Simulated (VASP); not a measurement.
# C (Fd-3m) in VASP: a series of runs, part 2 of 2

VASP 6.6.1. The steps go on from the part before.

### Step 4. Single point, PBE

INCAR reads:

```
  PREC = Accurate
  ENCUT = 600
  EDIFF = 1E-6
  ISMEAR = 0
  SIGMA = 0.02
  LREAL = False
  LASPH = True
  NELM = 120
  ALGO = Normal
  ISIF = 2
  LWAVE = False
  LCHARG = False
  GGA = PE
  NBANDS = 11
  GGA_COMPAT = False
```

KPOINTS reads:

```
regular mesh
0
Gamma
  18 18 18
```

POSCAR reads:

```
C
1.0
    0.0000000000      1.7833700000      1.7833700000
    1.7833700000      0.0000000000      1.7833700000
    1.7833700000      1.7833700000      0.0000000000
C
2
Direct
    0.0000000000      0.0000000000      0.0000000000
    0.2500000000      0.2500000000      0.2500000000
```

Potentials or basis: VASP PAW PBE potentials, release 64 (C).

The run is started by

```
$ cat potpaw_PBE.64/C/POTCAR > POTCAR
$ mpirun -np 1 vasp_std > vasp.out
```

OUTCAR:

```text
PREC = Accurate
   ENCUT = 600
   EDIFF = 1E-6
   ISMEAR = 0
   LREAL = False
   LASPH = True
   NELM = 120
   ISIF = 2
   GGA = PE

 ion  position               nearest neighbor table
   1  0.000  0.000  0.000-   2 1.54   2 1.54   2 1.54   2 1.54
   2  0.250  0.250  0.250-   1 1.54   1 1.54   1 1.54   1 1.54

  LATTYP: Found a face centered cubic cell.
 ALAT       =     3.5667400000

  Lattice vectors:

 A1 = (   0.0000000000,   1.7833700000,   1.7833700000)
 A2 = (   1.7833700000,   0.0000000000,   1.7833700000)
 A3 = (   1.7833700000,   1.7833700000,   0.0000000000)

Analysis of symmetry for initial positions (statically):
=====================================================================
 Subroutine PRICEL returns:
 Original cell was already a primitive cell.

 Routine SETGRP: Setting up the symmetry group for a
 face centered cubic supercell.

 Subroutine GETGRP returns: Found 48 space group operations
 (whereof 24 operations were pure point group operations)
 out of a pool of 48 trial point group operations.

The static configuration has the point symmetry T_d .
 The point group associated with its full space group is O_h .

Analysis of symmetry for dynamics (positions and initial velocities):
=====================================================================
 Subroutine PRICEL returns:
 Original cell was already a primitive cell.

 Routine SETGRP: Setting up the symmetry group for a
 face centered cubic supercell.

 Subroutine GETGRP returns: Found 48 space group operations
 (whereof 24 operations were pure point group operations)
 out of a pool of 48 trial point group operations.

The dynamic configuration has the point symmetry T_d .
 The point group associated with its full space group is O_h .

 Subroutine INISYM returns: Found 48 space group operations
 (whereof 24 operations are pure point group operations),
 and found     1 'primitive' translations

----------------------------------------------------------------------------------------
[... 115 lines left out ...]
  Fermi-wavevector in a.u.,A,eV,Ry     =   1.457203  2.753714 28.891161  2.123440
  Thomas-Fermi vector in A             =   2.574032
   LORBIT       =      0    0 simple, 1 ext, 2 COOP (PROOUT), +10 PAW based schemes
   GGA     = PE    functional components
   LHFCALC =     F    Hartree Fock is set to
   AEXX    =    0.0000 exact exchange contribution
   IVDW    =     0    specifies the selected vdW correction
   LEPSILON=     F    determine dielectric tensor
   LRPA    =     F    only Hartree local field effects (RPA)
 non-spin polarized calculation
 Gauss-broadening in eV      SIGMA  =   0.02
  energy-cutoff  :      600.00
  volume of cell :       11.34
 maximum number of plane-waves:       388
   NGX =  9   NGY =  9   NGZ =  9

 number of electron       7.9999999 magnetization

 Free energy of the ion-electron system (eV)
  ---------------------------------------------------
  ext. energy  EPLUGINS =         0.00000000
  ---------------------------------------------------
  free energy    TOTEN  =       -18.19005534 eV

  energy without entropy =      -18.19005534  energy(sigma->0) =      -18.19005534

 E-fermi :   9.8063     XC(G=0): -13.2507

 val. band max:        9.7285044794   @ k =   0.0000   0.0000   0.0000
 cond. band min:      13.8770288984   @ k =   0.3889   0.3889   0.0000
 fundamental gap:      4.1485244190
 Fermi energy:         9.8062544293

 k-point     1 :       0.0000    0.0000    0.0000
  band No.  band energies     occupation
      1     -11.7479      2.00000
      2       9.7285      2.00000
      3       9.7285      2.00000
      4       9.7285      2.00000
      5      15.3188      0.00000
      6      15.3188      0.00000
      7      15.3188      0.00000
      8      23.0598      0.00000
      9      29.0235      0.00000
     10      36.2647      0.00000
     11      36.2647      0.00000
[... 309 lines left out ...]
 k-point    24 :      -0.2222    0.0556    0.0000
  band No.  band energies     occupation
      1     -10.0816      2.00000
      2       3.4889      2.00000
      3       7.2748      2.00000
      4       8.3796      2.00000
      5      17.1177      0.00000
      6      17.9363      0.00000
      7      18.0353      0.00000
      8      24.0841      0.00000
      9      30.5114      0.00000
     10      30.9866      0.00000
     11      32.9353      0.00000

 [... further k-points ...]
[... 5 lines left out ...]
  --------------------------------------------------------------------------------------
  -------------------------------------------------------------------------------------
  Total        0.1258957      0.1258957      0.1258957     -0.0000000     -0.0000000      0.0000000
  in kB       17.7814463     17.7814463     17.7814463     -0.0000000     -0.0000000      0.0000000
  external PRESSURE =      17.7814463 kB  Pullay stress =       0.0000000 kB

 VOLUME and BASIS-vectors are now :
 -----------------------------------------------------------------------------
  energy-cutoff  :      600.00
  volume of cell :       11.34
      direct lattice vectors                 reciprocal lattice vectors
     0.000000000  1.783370000  1.783370000    -0.280368067  0.280368067  0.280368067
     1.783370000  0.000000000  1.783370000     0.280368067 -0.280368067  0.280368067
     1.783370000  1.783370000  0.000000000     0.280368067  0.280368067 -0.280368067

 POSITION                                       TOTAL-FORCE (eV/Angst)
 -----------------------------------------------------------------------------------
      0.00000      0.00000      0.00000         0.000000      0.000000      0.000000
      0.89168      0.89168      0.89168        -0.000000     -0.000000     -0.000000
 -----------------------------------------------------------------------------------
    total drift:                                0.000000      0.000000      0.000000

  FREE ENERGIE OF THE ION-ELECTRON SYSTEM (eV)
  ---------------------------------------------------
  free  energy   TOTEN  =       -18.1900553369 eV

  energy  without entropy=      -18.1900553369  energy(sigma->0) =      -18.19005534
```

stdout:

```text
POSCAR found type information on POSCAR C
 POSCAR found :  1 types and       2 ions
 scaLAPACK will be used
 LDA part: xc-table for (Slater+PW92), standard interpolation
 POSCAR, INCAR and KPOINTS ok, starting setup
 FFT: planning ... GRIDC
 FFT: planning ... GRID_SOFT
 FFT: planning ... GRID
 WAVECAR not read
 entering main loop
```

Wall time 30 s (1 thread of Intel Xeon 8259CL, shared host); peak memory 0.14 GiB.

Results:

* Free energy: -18.1901 eV
* Pressure: 1.8 GPa
* Band gap on the k mesh: 4.15 eV, indirect (least direct gap 5.59 eV)

Levels at points of the mesh, in eV from the valence-band top:
| k point | band 2 | band 3 | band 4 | band 5 | band 6 | band 7 |
| --- | --- | --- | --- | --- | --- | --- |
| (0.00, 0.00, 0.00) | 0.00 | 0.00 | 0.00 | 5.59 | 5.59 | 5.59 |
| (0.50, 0.00, 0.00) | -13.37 | -2.80 | -2.80 | 8.46 | 8.46 | 8.85 |
| (0.50, 0.50, 0.00) | -12.76 | -6.30 | -6.30 | 4.76 | 4.76 | 16.80 |

### Step 5. Summary

| k mesh | gap on the mesh (eV) | pressure (GPa) |
| --- | --- | --- |
| 8 × 8 × 8 | 4.13 | 1.8 |
| 14 × 14 × 14 | 4.13 | 1.8 |
| 18 × 18 × 18 | 4.15 | 1.8 |

Alike in all rows: task single point; level PBE; potentials or basis VASP PAW PBE potentials, release 64 (C); no spin polarisation; cell as given; cutoff (eV) 600; smearing gaussian 0.02 eV.

On the cell as given the gap runs from 4.13 eV (PBE) to 4.15 eV (PBE); the meshes differ, which moves gaps too.

Total energies depend on the potentials used, so only differences within one code and one set of settings carry meaning.
